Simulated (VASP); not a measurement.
# Li5Cl3: single point with PBE

Li5Cl3:

```
Li Cl
1.0
     8.08992    0.00000    0.00000
    -4.04496    7.00608    0.00000
     0.00000    0.00000    4.53598
Li Cl
5 3
Direct
  0.50000 0.00000 0.00000
  0.00000 0.50000 0.00000
  0.50000 0.50000 0.00000
  0.00000 0.00000 0.25121
  0.00000 0.00000 0.74879
  0.50000 0.00000 0.50000
  0.00000 0.50000 0.50000
  0.50000 0.50000 0.50000
```

```json
{
  "Program": "VASP 6.6.1",
  "Task": "single point",
  "Functional": "PBE",
  "Potentials or basis": "VASP PAW PBE potentials, release 64 (Li_sv, Cl)",
  "Cutoff": "520 eV",
  "k mesh": "6 × 6 × 8",
  "Occupations": "gaussian, width 0.01 eV",
  "Spin": "no spin polarisation"
}
```

```json
{"Largest force": "0.009 eV/Å", "Band gap on the k mesh": "0.15 eV, direct"}
```

Forces on the atoms (eV/Å):
```
Li   0.000  0.000  0.000
Li   0.000  0.000  0.000
Li   0.000  0.000  0.000
Li   0.000  0.000  0.009
Li   0.000  0.000 -0.009
Cl   0.000  0.000  0.000
Cl   0.000  0.000  0.000
Cl   0.000  0.000  0.000
```

Levels at points of the mesh, in eV from the valence-band top:
| k point | band 16 | band 17 | band 18 | band 19 | band 20 | band 21 |
| --- | --- | --- | --- | --- | --- | --- |
| (0.00, 0.00, 0.00) | -3.04 | -3.04 | -1.31 | 1.31 | 1.31 | 1.69 |
| (0.50, 0.00, 0.00) | -3.55 | -3.08 | -0.77 | 0.40 | 1.05 | 1.81 |
| (0.00, 0.00, 0.50) | -2.95 | -2.95 | 0.00 | 0.15 | 1.42 | 1.42 |
| (0.50, 0.00, 0.50) | -3.39 | -2.98 | -0.24 | 0.48 | 1.73 | 2.01 |

Wall time 3.1 min on 1 thread of Intel(R) Xeon(R) Platinum 8259CL CPU @ 2.50GHz (Skylake/Cascade Lake), with other jobs on the host, peak memory 0.45 GiB.

 A k mesh can miss the band edges.
